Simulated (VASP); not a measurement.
Wanted: the native input for a VASP 6.6.1 run.

* Task: relaxation of cell and atoms
* Functional: PBE
* Potentials or basis: VASP PAW PBE potentials, release 64 (H, Os)
* Cutoff: 600 eV
* k mesh: 6 × 6 × 6
* Occupations: gaussian, width 0.1 eV
* Spin: no spin polarisation
* Dipole correction: no
* Further INCAR settings: ALGO = Normal; EDIFF = 1e-06; IBRION = 2; EDIFFG = -0.04; NSW = 90; ISIF = 3

The structure of HOs2 lies in POSCAR:

```
HOs2
1.0
    1.4786217191      0.8536826475      4.4658158420
   -1.4786217191      0.8536826475      4.4658158420
    0.0000000000     -1.7073652951      4.4658158420
H Os
1 2
Direct
    0.0000000000      0.0000000000      0.0000000000
    0.7500000000      0.7500000000      0.7500000000
    0.2500000000      0.2500000000      0.2500000000
```

One way to write it, as run:

INCAR

```
SYSTEM = HOs2
  PREC = Accurate
  ENCUT = 600
  EDIFF = 1E-6
  ISMEAR = 0
  SIGMA = 0.1
  LREAL = .False.
  LASPH = .True.
  NELM = 80
  ALGO = Normal
  ISIF = 3
  LWAVE = .False.
  LCHARG = .False.
  GGA = PE
  IBRION = 2
  NSW = 90
  EDIFFG = -0.04
```

KPOINTS

```
regular mesh
0
Gamma
  6 6 6
  0 0 0
```

Potentials or basis: VASP PAW PBE potentials, release 64 (H, Os).

Launch:

```bash
$ cat potpaw_PBE.64/H/POTCAR potpaw_PBE.64/Os/POTCAR > POTCAR
$ mpirun -np 1 vasp_std > vasp.out
```

It gave:

* Relaxed volume: 10.34 Å³/atom
* Relaxed cell: a = 4.877 Å, b = 4.877 Å, c = 4.877 Å, α = 33.23°, β = 33.23°, γ = 33.23°
* Space group after relaxing (to 0.05 Å): R-3m (No. 166)
* Energy gained by relaxing: 161.4 meV/atom
* Ionic steps: 9
* Pressure after relaxing: 0.1 GPa

Caveat: the k points lie up to 0.44 Å⁻¹ apart in the final cell.

It took 13 min on 1 thread of AMD EPYC 7R13 Processor (Zen 3), on a shared host, peak memory 0.23 GiB.
